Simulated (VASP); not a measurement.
# Mg (Fm-3m) in VASP: a series of runs

The runs below take Mg through single point, with PBE.

Program: VASP 6.6.1. These are calculated values, not measurements. Logs are shortened: lines on timing, memory, paths and dates and some standing lists are left out, and cuts for length are marked.

### 1 The cell of the first run

It takes space group Fm-3m (No. 225, cubic). Conventional cell: a = 3.795 Å, b = 3.795 Å, c = 3.795 Å, α = 90.00°, β = 90.00°, γ = 90.00°. Within 3.5 Å of Mg (site symmetry m-3m) lie 12 Mg at 2.68 Å.

### 2 Single point, PBE

The input, INCAR:

```
  ALGO = Normal
  EDIFF = 1E-7
  ENCUT = 520
  GGA = PE
  ISIF = 2
  ISMEAR = 0
  LASPH = T
  LCHARG = F
  LREAL = F
  LWAVE = F
  NBANDS = 7
  NELM = 100
  PREC = Accurate
  SIGMA = 0.1
```

The input, KPOINTS:

```
k-points
0
Gamma
  8 8 8
```

The input, POSCAR:

```
Mg
1.0
    0.0000000000      1.8976660387      1.8976660387
    1.8976660387      0.0000000000      1.8976660387
    1.8976660387      1.8976660387      0.0000000000
Mg
1
Direct
    0.0000000000      0.0000000000      0.0000000000
```

Potentials or basis: VASP PAW PBE potentials, release 64 (Mg).

Run with:

```sh
cat potpaw_PBE.64/Mg/POTCAR > POTCAR
mpirun -np 1 vasp_std > vasp.out
```

OUTCAR:

```text
EDIFF = 1E-7
   ENCUT = 520
   GGA = PE
   ISIF = 2
   ISMEAR = 0
   LASPH = T
   LREAL = F
   NELM = 100
   PREC = Accurate

 ion  position               nearest neighbor table
   1  0.000  0.000  0.000-

  LATTYP: Found a face centered cubic cell.
 ALAT       =     3.7953320774

  Lattice vectors:

 A1 = (   0.0000000000,   1.8976660387,   1.8976660387)
 A2 = (   1.8976660387,   0.0000000000,   1.8976660387)
 A3 = (   1.8976660387,   1.8976660387,   0.0000000000)

Analysis of symmetry for initial positions (statically):
=====================================================================
 Subroutine PRICEL returns:
 Original cell was already a primitive cell.

 Routine SETGRP: Setting up the symmetry group for a
 face centered cubic supercell.

 Subroutine GETGRP returns: Found 48 space group operations
 (whereof 48 operations were pure point group operations)
 out of a pool of 48 trial point group operations.

The static configuration has the point symmetry O_h .

Analysis of symmetry for dynamics (positions and initial velocities):
=====================================================================
 Subroutine PRICEL returns:
 Original cell was already a primitive cell.

 Routine SETGRP: Setting up the symmetry group for a
 face centered cubic supercell.

 Subroutine GETGRP returns: Found 48 space group operations
 (whereof 48 operations were pure point group operations)
 out of a pool of 48 trial point group operations.

The dynamic configuration has the point symmetry O_h .

 Subroutine INISYM returns: Found 48 space group operations
 (whereof 48 operations are pure point group operations),
 and found     1 'primitive' translations

----------------------------------------------------------------------------------------

                                     Primitive cell

  volume of cell :      13.6675

  direct lattice vectors                    reciprocal lattice vectors
     0.000000000  1.897666039  1.897666039    -0.263481556  0.263481556  0.263481556
     1.897666039  0.000000000  1.897666039     0.263481556 -0.263481556  0.263481556
     1.897666039  1.897666039  0.000000000     0.263481556  0.263481556 -0.263481556

  length of vectors
     2.683705049  2.683705049  2.683705049     0.456363441  0.456363441  0.456363441

  position of ions in fractional coordinates (direct lattice)
     0.000000000  0.000000000  0.000000000

  ion indices of the primitive-cell ions
   primitive index   ion index
[... 68 lines left out ...]
   LNONCOLLINEAR =      F non collinear calculations
   LSORBIT =      F    spin-orbit coupling
   LASPH  =      T    aspherical Exc in radial PAW
   ENCUT  =  520.0 eV  38.22 Ry    6.18 a.u.   4.99  4.99  4.99*2*pi/ulx,y,z
   NELM   =    100;   NELMIN=  2; NELMDL= -5     # of ELM steps
   EDIFF  = 0.1E-06   stopping-criterion for ELM
   LREAL  =      F    real-space projection
   EDIFFG = 0.1E-05   stopping-criterion for IOM
   NSW    =      0    number of steps for IOM
   IBRION =     -1    ionic relax: 0-MD 1-quasi-New 2-CG
   NFREE  =      0    steps in history (QN), initial steepest desc. (CG)
   ISIF   =      2    stress and relaxation
   ISYM   =      2    0-nonsym 1-usesym 2-fastsym
   POTIM  = 0.5000    time-step for ionic-motion
   TEBEG  =    0.0;   TEEND  =   0.0 temperature during run
   PSTRESS=    0.0 pullay stress
   NELECT =       2.0000    total number of electrons
   NUPDOWN=      -1.0000    fix difference up-down
   EMIN   =  10.00;   EMAX   =-10.00  energy-range for DOS
   EFERMI =   0.00;   METHOD = LEGACY
   ISMEAR =     0;   SIGMA  =   0.10  broadening in eV -4-tet -1-fermi 0-gaus
   EFERMI_NEDOS =   21; number of points for ismear=-14 and -15
   IALGO  =     38    algorithm
   IMIX   =      4    mixing-type and parameters
     AMIX     =   0.40;   BMIX     =  1.00
     AMIX_MAG =   1.60;   BMIX_MAG =  1.00
  volume/ion in A,a.u.               =      13.67        92.23
  Fermi-wavevector in a.u.,A,eV,Ry     =   0.862691  1.630249 10.125932  0.744235
  Thomas-Fermi vector in A             =   1.980530
   LORBIT       =      0    0 simple, 1 ext, 2 COOP (PROOUT), +10 PAW based schemes
   GGA     = PE    functional components
   LHFCALC =     F    Hartree Fock is set to
   AEXX    =    0.0000 exact exchange contribution
   IVDW    =     0    specifies the selected vdW correction
   LEPSILON=     F    determine dielectric tensor
   LRPA    =     F    only Hartree local field effects (RPA)
 non-spin polarized calculation
 Gauss-broadening in eV      SIGMA  =   0.10
  energy-cutoff  :      520.00
  volume of cell :       13.67
 maximum number of plane-waves:       380
   NGX =  9   NGY =  9   NGZ =  9

 number of electron       2.0000000 magnetization

 Free energy of the ion-electron system (eV)
  ---------------------------------------------------
  ext. energy  EPLUGINS =         0.00000000
  ---------------------------------------------------
  free energy    TOTEN  =        -0.50730038 eV

  energy without entropy =       -0.50217352  energy(sigma->0) =       -0.50473695

 E-fermi :   5.8876     XC(G=0): -10.2658

 val. band max:        5.8585726289   @ k =   0.5000   0.1250   0.0000
 cond. band min:       5.8998454723   @ k =  -0.3750   0.2500   0.1250
 fundamental gap:      0.0412728434
 Fermi energy:         5.8875525539

 k-point     1 :       0.0000    0.0000    0.0000
  band No.  band energies     occupation
      1      -3.4426      2.00000
      2      21.9885      0.00000
      3      21.9885      0.00000
      4      21.9885      0.00000
      5      25.0827      0.00000
      6      27.2630      0.00000
      7      27.2630      0.00000
[... 221 lines left out ...]
 k-point    24 :      -0.3750    0.2500    0.1250
  band No.  band energies     occupation
      1       4.5179      2.00000
      2       5.8998      0.86198
      3      13.5584      0.00000
      4      16.7391      0.00000
      5      24.3740      0.00000
      6      24.9840      0.00000
      7      32.7429      0.00000

 [... further k-points ...]
[... 5 lines left out ...]
  --------------------------------------------------------------------------------------
  -------------------------------------------------------------------------------------
  Total        4.4156127      4.4156127      4.4156127      0.0000000      0.0000000     -0.0000000
  in kB      517.6213735    517.6213735    517.6213735      0.0000000      0.0000000     -0.0000000
  external PRESSURE =     517.6213735 kB  Pullay stress =       0.0000000 kB

 VOLUME and BASIS-vectors are now :
 -----------------------------------------------------------------------------
  energy-cutoff  :      520.00
  volume of cell :       13.67
      direct lattice vectors                 reciprocal lattice vectors
     0.000000000  1.897666039  1.897666039    -0.263481556  0.263481556  0.263481556
     1.897666039  0.000000000  1.897666039     0.263481556 -0.263481556  0.263481556
     1.897666039  1.897666039  0.000000000     0.263481556  0.263481556 -0.263481556

 POSITION                                       TOTAL-FORCE (eV/Angst)
 -----------------------------------------------------------------------------------
      0.00000      0.00000      0.00000        -0.000000      0.000000      0.000000
 -----------------------------------------------------------------------------------
    total drift:                                0.000000      0.000000     -0.000000

  FREE ENERGIE OF THE ION-ELECTRON SYSTEM (eV)
  ---------------------------------------------------
  free  energy   TOTEN  =        -0.5073003757 eV

  energy  without entropy=       -0.5021735150  energy(sigma->0) =       -0.50473695
```

stdout:

```text
POSCAR found type information on POSCAR Mg
 POSCAR found :  1 types and       1 ions
 scaLAPACK will be used
 LDA part: xc-table for (Slater+PW92), standard interpolation
 POSCAR, INCAR and KPOINTS ok, starting setup
 FFT: planning ... GRIDC
 FFT: planning ... GRID_SOFT
 FFT: planning ... GRID
 WAVECAR not read
 entering main loop
```

Wall time 3 s (1 thread of Intel Xeon Platinum 8259CL at 2.50GHz (Skylake/Cascade Lake), shared host); peak memory 0.12 GiB.

Results:

* Free energy: -0.5073 eV
* Pressure: 51.8 GPa
* Band gap on the k mesh: zero (band 1 reaches 7.85 eV, above the bottom of band 2 at 4.73 eV)

### 3 Single point, PBE

This run uses another cell than the first one, of 22.97 Å³/atom, 1.681 times its volume.

The input, INCAR:

```
SYSTEM = Mg
PREC = Accurate
ENCUT = 520
EDIFF = 1E-6
ISMEAR = 0
SIGMA = 0.1
LREAL = .FALSE.
LASPH = .TRUE.
NELM = 80
ALGO = Normal
ISIF = 2
LWAVE = .FALSE.
LCHARG = .FALSE.
GGA = PE
NBANDS = 7
```

The input, KPOINTS:

```
Automatic mesh
0
G
  8 8 8
  0 0 0
```

The input, POSCAR:

```
Mg
1.0
    0.0000000000      2.2561674633      2.2561674633
    2.2561674633      0.0000000000      2.2561674633
    2.2561674633      2.2561674633      0.0000000000
Mg
1
Direct
    0.0000000000      0.0000000000      0.0000000000
```

Potentials or basis: VASP PAW PBE potentials, release 64 (Mg).

Run with:

```sh
cat potpaw_PBE.64/Mg/POTCAR > POTCAR
mpirun -np 1 vasp_std > vasp.out
```

OUTCAR:

```text
SYSTEM = Mg
   PREC = Accurate
   ENCUT = 520
   EDIFF = 1E-6
   ISMEAR = 0
   LREAL = .FALSE.
   LASPH = .TRUE.
   NELM = 80
   ISIF = 2
   GGA = PE

 ion  position               nearest neighbor table
   1  0.000  0.000  0.000-

  LATTYP: Found a face centered cubic cell.
 ALAT       =     4.5123349266

  Lattice vectors:

 A1 = (   0.0000000000,   2.2561674633,   2.2561674633)
 A2 = (   2.2561674633,   0.0000000000,   2.2561674633)
 A3 = (   2.2561674633,   2.2561674633,   0.0000000000)

Analysis of symmetry for initial positions (statically):
=====================================================================
 Subroutine PRICEL returns:
 Original cell was already a primitive cell.

 Routine SETGRP: Setting up the symmetry group for a
 face centered cubic supercell.

 Subroutine GETGRP returns: Found 48 space group operations
 (whereof 48 operations were pure point group operations)
 out of a pool of 48 trial point group operations.

The static configuration has the point symmetry O_h .

Analysis of symmetry for dynamics (positions and initial velocities):
=====================================================================
 Subroutine PRICEL returns:
 Original cell was already a primitive cell.

 Routine SETGRP: Setting up the symmetry group for a
 face centered cubic supercell.

 Subroutine GETGRP returns: Found 48 space group operations
 (whereof 48 operations were pure point group operations)
 out of a pool of 48 trial point group operations.

The dynamic configuration has the point symmetry O_h .

 Subroutine INISYM returns: Found 48 space group operations
 (whereof 48 operations are pure point group operations),
 and found     1 'primitive' translations

----------------------------------------------------------------------------------------

                                     Primitive cell

  volume of cell :      22.9691

[... 99 lines left out ...]
   EMIN   =  10.00;   EMAX   =-10.00  energy-range for DOS
   EFERMI =   0.00;   METHOD = LEGACY
   ISMEAR =     0;   SIGMA  =   0.10  broadening in eV -4-tet -1-fermi 0-gaus
   EFERMI_NEDOS =   21; number of points for ismear=-14 and -15
   IALGO  =     38    algorithm
   IMIX   =      4    mixing-type and parameters
     AMIX     =   0.40;   BMIX     =  1.00
     AMIX_MAG =   1.60;   BMIX_MAG =  1.00
  volume/ion in A,a.u.               =      22.97       155.00
  Fermi-wavevector in a.u.,A,eV,Ry     =   0.725610  1.371205  7.163610  0.526510
  Thomas-Fermi vector in A             =   1.816376
   LORBIT       =      0    0 simple, 1 ext, 2 COOP (PROOUT), +10 PAW based schemes
   GGA     = PE    functional components
   LHFCALC =     F    Hartree Fock is set to
   AEXX    =    0.0000 exact exchange contribution
   IVDW    =     0    specifies the selected vdW correction
   LEPSILON=     F    determine dielectric tensor
   LRPA    =     F    only Hartree local field effects (RPA)
 non-spin polarized calculation
 Gauss-broadening in eV      SIGMA  =   0.10
  energy-cutoff  :      520.00
  volume of cell :       22.97
 maximum number of plane-waves:       636
   NGX = 11   NGY = 11   NGZ = 11

 number of electron       2.0000000 magnetization

 Free energy of the ion-electron system (eV)
  ---------------------------------------------------
  ext. energy  EPLUGINS =         0.00000000
  ---------------------------------------------------
  free energy    TOTEN  =        -1.49466088 eV

  energy without entropy =       -1.48879685  energy(sigma->0) =       -1.49172887

 E-fermi :   2.3426     XC(G=0):  -8.4897

 val. band max:        2.2544243804   @ k =  -0.3750   0.3750   0.1250
 cond. band min:       2.3540123812   @ k =   0.5000   0.1250   0.0000
 fundamental gap:      0.0995880008
 Fermi energy:         2.3426369313

 k-point     1 :       0.0000    0.0000    0.0000
  band No.  band energies     occupation
      1      -4.2993      2.00000
      2      14.9754      0.00000
      3      14.9754      0.00000
      4      14.9754      0.00000
      5      16.9038      0.00000
      6      16.9038      0.00000
      7      16.9038      0.00000
[... 221 lines left out ...]
 k-point    24 :      -0.3750    0.2500    0.1250
  band No.  band energies     occupation
      1       1.7619      2.00000
      2       2.2200      1.91718
      3       8.6230      0.00000
      4       9.5407      0.00000
      5      15.8179      0.00000
      6      15.9214      0.00000
      7      21.8412      0.00000

 [... further k-points ...]
[... 5 lines left out ...]
  --------------------------------------------------------------------------------------
  -------------------------------------------------------------------------------------
  Total        0.0318521      0.0318521      0.0318521      0.0000000     -0.0000000     -0.0000000
  in kB        2.2217963      2.2217963      2.2217963      0.0000000     -0.0000000     -0.0000000
  external PRESSURE =       2.2217963 kB  Pullay stress =       0.0000000 kB

 VOLUME and BASIS-vectors are now :
 -----------------------------------------------------------------------------
  energy-cutoff  :      520.00
  volume of cell :       22.97
      direct lattice vectors                 reciprocal lattice vectors
     0.000000000  2.256167463  2.256167463    -0.221614755  0.221614755  0.221614755
     2.256167463  0.000000000  2.256167463     0.221614755 -0.221614755  0.221614755
     2.256167463  2.256167463  0.000000000     0.221614755  0.221614755 -0.221614755

 POSITION                                       TOTAL-FORCE (eV/Angst)
 -----------------------------------------------------------------------------------
      0.00000      0.00000      0.00000         0.000000      0.000000     -0.000000
 -----------------------------------------------------------------------------------
    total drift:                                0.000000      0.000000     -0.000000

  FREE ENERGIE OF THE ION-ELECTRON SYSTEM (eV)
  ---------------------------------------------------
  free  energy   TOTEN  =        -1.4946608813 eV

  energy  without entropy=       -1.4887968499  energy(sigma->0) =       -1.49172887
```

stdout:

```text
POSCAR found type information on POSCAR Mg
 POSCAR found :  1 types and       1 ions
 scaLAPACK will be used
 LDA part: xc-table for (Slater+PW92), standard interpolation
 POSCAR, INCAR and KPOINTS ok, starting setup
 FFT: planning ... GRIDC
 FFT: planning ... GRID_SOFT
 FFT: planning ... GRID
 WAVECAR not read
 entering main loop
```

Run time: 2.8 s. Hardware: 1 thread of Intel Xeon Platinum 8259CL at 2.50GHz (Skylake/Cascade Lake), shared host; peak memory 0.13 GiB.

Results:

```yaml
Free_energy: -1.4947 eV
Pressure: 0.2 GPa
Band_gap_on_the_k_mesh: zero (band 1 reaches 4.07 eV, above the bottom of band 2 at 1.33 eV)
```
